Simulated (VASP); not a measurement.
Set up this calculation in VASP 6.6.1, as the native input.

```yaml
Task: single point
Functional: PBEsol
Potentials_or_basis: VASP PAW PBE potentials, release 64 (C)
Cutoff: 520 eV
k_mesh: 14 × 14 × 14
Occupations: gaussian, width 0.05 eV
Spin: no spin polarisation
Dipole_correction: no
Further_INCAR_settings: ALGO = Normal; EDIFF = 1e-06; NBANDS = 11
```

The structure of C lies in POSCAR:

```
C
1.0
    0.0000000000      1.9488857157      3.9879314476
    1.1251676816      0.0000000000      3.9879314476
    1.1251676816      1.9488857157      0.0000000000
C
2
Direct
    0.1666700000      0.8333300000      0.1666700000
    0.8333300000      0.1666700000      0.8333300000
```

This cell differs from its parent crystal: ratio of the length along z to the lengths across it x 1.3, volume and fractional coordinates fixed.

The input as run:

INCAR

```
ALGO     = Normal         # electronic algorithm
EDIFF    = 1E-6           # SCF threshold, eV
ENCUT    = 520            # plane-wave cutoff, eV
GGA      = PS             # functional
ISIF     = 2              # what is computed and relaxed
ISMEAR   = 0              # smearing method
LASPH    = T              # aspherical terms in the spheres
LCHARG   = F              # write CHGCAR
LREAL    = F              # projectors in reciprocal space
LWAVE    = F              # write WAVECAR
NBANDS   = 11             # bands
NELM     = 60             # most SCF steps
PREC     = Accurate       # precision mode
SIGMA    = 0.05           # smearing width, eV
```

KPOINTS

```
k-points
0
Gamma
  14 14 14
```

Potentials or basis: VASP PAW PBE potentials, release 64 (C).

Run with:

```console
$ cat potpaw_PBE.64/C/POTCAR > POTCAR
$ mpirun -np 1 vasp_std > vasp.out
```

Results of the run:

| Quantity | Value |
| --- | --- |
| Pressure | 91.8 GPa |
| Band gap on the k mesh | 1.25 eV, indirect (least direct gap 1.33 eV) |

Caveat: the PAW data sets were made with another functional, which shifts forces and pressure a little.

Run time: 80 s on 1 thread of AMD EPYC 9R45 96-Core Processor (Zen 5), on a shared host, peak memory 0.16 GiB.
